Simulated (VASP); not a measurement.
# NaCl (F-43m) in VASP: a series of runs, part 2 of 3

VASP 6.6.1.

### 3 G0W0 quasiparticle levels, PBE

POSCAR

```
NaCl
1.0
    0.0000000000      3.0872727924      3.0872727924
    3.0872727924      0.0000000000      3.0872727924
    3.0872727924      3.0872727924      0.0000000000
Na Cl
1 1
Direct
    0.0000000000      0.0000000000      0.0000000000
    0.2500000000      0.2500000000      0.2500000000
```

INCAR.step1

```
PREC = Accurate
ENCUT = 500
EDIFF = 1E-8
ISMEAR = 0
SIGMA = 0.01
LREAL = False
LASPH = True
NELM = 100
ALGO = Normal
LWAVE = True
LCHARG = False
GGA = PE
```

INCAR.step2

```
PREC = Accurate
ENCUT = 500
EDIFF = 1E-8
ISMEAR = 0
SIGMA = 0.01
LREAL = False
LASPH = True
NELM = 1
ALGO = Exact
LWAVE = True
LCHARG = False
GGA = PE
NBANDS = 103
LOPTICS = True
ISTART = 1
```

INCAR.step3

```
PREC = Accurate
ENCUT = 500
EDIFF = 1E-8
ISMEAR = 0
SIGMA = 0.01
LREAL = False
LASPH = True
ALGO = EVGW0
LWAVE = False
LCHARG = False
GGA = PE
NELMGW = 1
NBANDS = 103
ENCUTGW = 80.0
NOMEGA = 96
PRECFOCK = Fast
ISTART = 1
NBANDSGW = 16
OMEGAMAX = 20
```

KPOINTS

```
Automatic mesh
0
Gamma
  4 4 4
```

Potentials or basis: VASP PAW PBE potentials, release 64 (Na_sv_GW, Cl_GW).

Run with:

```sh
$ cat potpaw_PBE.64/Na_sv_GW/POTCAR potpaw_PBE.64/Cl_GW/POTCAR > POTCAR
$ cp INCAR.step1 INCAR
$ mpirun -np 1 vasp_std > vasp.out
$ cp INCAR.step2 INCAR
$ mpirun -np 1 vasp_std > vasp.out
$ cp INCAR.step3 INCAR
$ mpirun -np 1 vasp_std > vasp.out
```

OUTCAR:

```text
PREC = Accurate
   ENCUT = 500
   EDIFF = 1E-8
   ISMEAR = 0
   LREAL = False
   LASPH = True
   GGA = PE
   NELMGW = 1
   ENCUTGW = 80.0
   PRECFOCK = Fast
   ISTART = 1

 ion  position               nearest neighbor table
   1  0.000  0.000  0.000-
   2  0.250  0.250  0.250-

  LATTYP: Found a face centered cubic cell.
 ALAT       =     6.1745455848

  Lattice vectors:

 A1 = (   0.0000000000,   3.0872727924,   3.0872727924)
 A2 = (   3.0872727924,   0.0000000000,   3.0872727924)
 A3 = (   3.0872727924,   3.0872727924,   0.0000000000)

Analysis of symmetry for initial positions (statically):
=====================================================================
 Subroutine PRICEL returns:
 Original cell was already a primitive cell.

 Routine SETGRP: Setting up the symmetry group for a
 face centered cubic supercell.

 Subroutine GETGRP returns: Found 24 space group operations
 (whereof 24 operations were pure point group operations)
 out of a pool of 48 trial point group operations.

The static configuration has the point symmetry T_d .

Analysis of symmetry for dynamics (positions and initial velocities):
=====================================================================
 Subroutine PRICEL returns:
 Original cell was already a primitive cell.

 Routine SETGRP: Setting up the symmetry group for a
 face centered cubic supercell.

 Subroutine GETGRP returns: Found 24 space group operations
 (whereof 24 operations were pure point group operations)
 out of a pool of 48 trial point group operations.

The dynamic configuration has the point symmetry T_d .

 Subroutine INISYM returns: Found 24 space group operations
 (whereof 24 operations are pure point group operations),
 and found     1 'primitive' translations

----------------------------------------------------------------------------------------

                                     Primitive cell

  volume of cell :      58.8512

  direct lattice vectors                    reciprocal lattice vectors
     0.000000000  3.087272792  3.087272792    -0.161955238  0.161955238  0.161955238
     3.087272792  0.000000000  3.087272792     0.161955238 -0.161955238  0.161955238
     3.087272792  3.087272792  0.000000000     0.161955238  0.161955238 -0.161955238

  length of vectors
     4.366063054  4.366063054  4.366063054     0.280514701  0.280514701  0.280514701

  position of ions in fractional coordinates (direct lattice)
     0.000000000  0.000000000  0.000000000
     0.250000000  0.250000000  0.250000000

  ion indices of the primitive-cell ions
   primitive index   ion index
                 1           1
                 2           2

----------------------------------------------------------------------------------------

 KPOINTS: Automatic mesh

Automatic generation of k-mesh.
 Grid dimensions read from file:
 generate k-points for:    4    4    4

 Generating k-lattice:

  Cartesian coordinates                     Fractional coordinates (reciprocal lattice)
    -0.040488810  0.040488810  0.040488810     0.250000000  0.000000000  0.000000000
     0.040488810 -0.040488810  0.040488810     0.000000000  0.250000000  0.000000000
     0.040488810  0.040488810 -0.040488810     0.000000000  0.000000000  0.250000000

  Length of vectors
     0.070128675  0.070128675  0.070128675

  Shift w.r.t. Gamma in fractional coordinates (k-lattice)
     0.000000000  0.000000000  0.000000000

 Subroutine IBZKPT returns following result:
 ===========================================

 Found      8 irreducible k-points:

 Following reciprocal coordinates:
            Coordinates               Weight
  0.000000  0.000000  0.000000      1.000000
  0.250000  0.000000  0.000000      8.000000
  0.500000  0.000000  0.000000      4.000000
  0.250000  0.250000  0.000000      6.000000
  0.500000  0.250000  0.000000     24.000000
 -0.250000  0.250000  0.000000     12.000000
  0.500000  0.500000  0.000000      3.000000
 -0.250000  0.500000  0.250000      6.000000
   k-points           NKPTS =      8   k-points in BZ     NKDIM =     64   number of bands    NBANDS=    103
   number of dos      NEDOS =    301   number of ions     NIONS =      2
   total plane-waves  NPLWV =  32768
   dimension x,y,z NGX =    32 NGY =   32 NGZ =   32
   dimension x,y,z NGXF=    64 NGYF=   64 NGZF=   64
   ions per type =               1   1
   NGX,Y,Z   is equivalent  to a cutoff of  12.18, 12.18, 12.18 a.u.
   NGXF,Y,Z  is equivalent  to a cutoff of  24.37, 24.37, 24.37 a.u.
 SYSTEM =  unknown system
   PREC   = accura    normal or accurate (medium, high low for compatibility)
   ISTART =      1    job   : 0-new  1-cont  2-samecut
   ICHARG =      0    charge: 1-file 2-atom 10-const
   ISPIN  =      1    spin polarized calculation?
   LNONCOLLINEAR =      F non collinear calculations
   LSORBIT =      F    spin-orbit coupling
   LASPH  =      T    aspherical Exc in radial PAW
   ENCUT  =  500.0 eV  36.75 Ry    6.06 a.u.   7.96  7.96  7.96*2*pi/ulx,y,z
   NELM   =     60;   NELMIN=  2; NELMDL=  0     # of ELM steps
   EDIFF  = 0.1E-07   stopping-criterion for ELM
   LREAL  =      F    real-space projection
   EDIFFG = 0.1E-06   stopping-criterion for IOM
   NSW    =      0    number of steps for IOM
   IBRION =     -1    ionic relax: 0-MD 1-quasi-New 2-CG
   NFREE  =      0    steps in history (QN), initial steepest desc. (CG)
   ISIF   =      0    stress and relaxation
   ISYM   =      3    0-nonsym 1-usesym 2-fastsym
   POTIM  = 0.5000    time-step for ionic-motion
   TEBEG  =    0.0;   TEEND  =   0.0 temperature during run
   PSTRESS=    0.0 pullay stress
   NELECT =      16.0000    total number of electrons
   NUPDOWN=      -1.0000    fix difference up-down
   EMIN   =  10.00;   EMAX   =-10.00  energy-range for DOS
   EFERMI =   0.00;   METHOD = LEGACY
   ISMEAR =     0;   SIGMA  =   0.01  broadening in eV -4-tet -1-fermi 0-gaus
   EFERMI_NEDOS =   21; number of points for ismear=-14 and -15
   IALGO  =     38    algorithm
   IMIX   =      4    mixing-type and parameters
     AMIX     =   0.40;   BMIX     =  1.00
     AMIX_MAG =   1.60;   BMIX_MAG =  1.00
  volume/ion in A,a.u.               =      29.43       198.57
  Fermi-wavevector in a.u.,A,eV,Ry     =   1.060547  2.004143 15.303281  1.124759
  Thomas-Fermi vector in A             =   2.195932
   LORBIT       =      0    0 simple, 1 ext, 2 COOP (PROOUT), +10 PAW based schemes
   GGA     = PE    functional components
   LHFCALC =     T    Hartree Fock is set to
   PRECFOCK=fast      Normal, Fast or Accurate (Low or Medium for compatibility)
   ENCUT4O =  -1.0   cutoff for four orbital integrals eV
   NKREDX  =     1    reduce k-point grid by
   NKREDY  =     1    reduce k-point grid by
   NKREDZ  =     1    reduce k-point grid by
   AEXX    =    1.0000 exact exchange contribution
   HFSCREEN=    0.0000 screening length (either q_TF or 0.3 A-1)
   HFSCREENC=   0.0000 screening length for correlation (either q_TF or 0.3 A-1)
   ENCUTFOCK=  -1.0 apply spherical cutoff to Coloumb kernel
   IVDW    =     0    specifies the selected vdW correction
   LEPSILON=     F    determine dielectric tensor
   LRPA    =     F    only Hartree local field effects (RPA)
   LRPAFORCE           =     F    calculate RPA forces
   ENCUTGW             =  80.0    cutoff for response function in eV
   ENCUTGWSOFT         =  64.0    soft cutoff for Coulomb kernel in GW response function in eV
   ENCUTLF             =  -1.0    cutoff for local field effects
   NELMGW              =     1    number of iterations in solving QP/BSE equation
   NELMHF              =     1    number of iterations in the inner HF iteration
   NKREDLFX            =     1    NKREDLFY  =   1   NKREDLFZ  =   1
 non-spin polarized calculation
 Gauss-broadening in eV      SIGMA  =   0.01
  energy-cutoff  :      500.00
  volume of cell :       58.85
 maximum number of plane-waves:      1524
  NGX = 18; NGY = 18; NGZ = 18
   NGX = 15   NGY = 15   NGZ = 15
 maximum number of plane-waves:       113
 NGX is ok and might be reduce to    14

 QP shifts <psi_nk| G(iteration)W_0 |psi_nk>: iteration 1
 for sc-GW calculations column KS-energies equals QP-energies in previous step
 and V_xc(KS)=  KS-energies - (<T + V_ion + V_H > + <T+V_H+V_ion>^1  + <V_x>^1)

 k-point   1 :       0.0000    0.0000    0.0000
  band No.  KS-energies  QP-energies   sigma(KS)   V_xc(KS)     V^pw_x(r,r')   Z            occupation Imag(sigma)

      1     -51.2114     -62.6316     -43.4069     -29.2769     -49.1399       0.8082       2.0000       0.3001
      2     -23.1549     -30.0719     -36.6963     -28.3002     -41.3398       0.8238       2.0000       0.0596
      3     -23.1549     -30.0719     -36.6963     -28.3002     -41.3398       0.8238       2.0000       0.0596
      4     -23.1549     -30.0719     -36.6963     -28.3002     -41.3398       0.8238       2.0000       0.0596
      5     -14.6742     -15.8824     -16.8242     -15.1521     -24.3531       0.7226       2.0000       1.2267
      6      -2.5548      -4.5694     -16.6333     -14.1272     -18.6366       0.8039       2.0000       0.0416
[... 8 lines left out ...]
     15      12.8935      13.6038      -4.4958      -5.3536      -1.2644       0.8281       0.0000      -0.2339
     16      12.8935      13.6038      -4.4958      -5.3536      -1.2644       0.8281       0.0000      -0.2339
[... 124 lines left out ...]
      1     -51.2112     -62.7109     -43.4069     -29.2776     -49.1402       0.8139       2.0000       0.3001
      2     -23.1690     -30.0115     -36.6164     -28.2408     -41.2768       0.8169       2.0000       0.0759
      3     -23.1599     -30.0458     -36.6769     -28.2824     -41.3200       0.8203       2.0000       0.0607
      4     -23.1599     -30.0458     -36.6769     -28.2824     -41.3200       0.8203       2.0000       0.0607
      5     -14.4844     -15.6472     -17.1080     -15.4874     -24.6207       0.7175       2.0000       1.1560
      6      -3.2318      -5.3689     -15.8777     -13.1874     -17.8835       0.7944       2.0000       0.0455
[... 8 lines left out ...]
     15      12.5363      14.3899      -7.1724      -9.4350      -3.7947       0.8192       0.0000      -0.1484
     16      12.7249      14.9632      -8.3775     -11.1602      -4.9358       0.8044       0.0000      -0.1030
```

It took 3.4 min on 1 thread of Intel Xeon Platinum 8259CL at 2.50GHz (Skylake/Cascade Lake), shared host; peak memory 0.62 GiB.

What came out:

```yaml
Quasiparticle_gap: 7.81 eV
Least_direct_quasiparticle_gap: 7.81 eV
Band_gap_of_the_starting_levels_on_the_mesh: 4.95 eV
Least_direct_gap_of_the_starting_levels_on_the_mesh: 4.95 eV
```

Caveat: the k points lie up to 0.44 Å⁻¹ apart; bands, screening cutoff and mesh are small and nothing is extrapolated, so the quasiparticle values aren't converged; the structure was generated, so it needn't be the stable form of NaCl.

[end of part 2 of 3]
